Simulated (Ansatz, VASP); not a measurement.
**Two plane-wave programs on Nb3Si2O**

```
Nb Si O
1.0
     5.31370    0.00000    0.00000
    -2.65685    4.60180    0.00000
     0.00000    0.00000    7.38520
Nb Si O
3 2 1
Direct
  0.16628 0.83372 0.00000
  0.16628 0.33255 0.00000
  0.66745 0.83372 0.00000
  0.00000 0.00000 0.27812
  0.00000 0.00000 0.72188
  0.00000 0.00000 0.50000
```

Alike in both runs: functional PBE; k mesh 5 × 5 × 3; occupations gaussian, width 0.2 eV; no spin polarisation.

Ansatz relaxed the structure, and its values are those at the end. VASP's run is a single point on that final structure, the one shown.

|  | VASP | Ansatz |
| --- | --- | --- |
| version | VASP 6.6.1 | Ansatz 0.2.0 |
| potentials or method | VASP PAW PBE potentials, release 64 (Nb_sv, Si, O), cutoff 520 eV | scalar-relativistic, plane waves, PAW |
| valence electrons in the cell | 53 | 53 |

|  | VASP | Ansatz | Ansatz less VASP |
| --- | --- | --- | --- |
| gap on the k mesh at the Fermi level (eV) | none | none | - |
| pressure (GPa) | 0.1 | 0.2 | +0.08 |
| rms of the force components (eV/Å) | 0.026 | 0.015 | -0.0108 |

A gap of «none» marks a metal or a gap that the smearing closes.
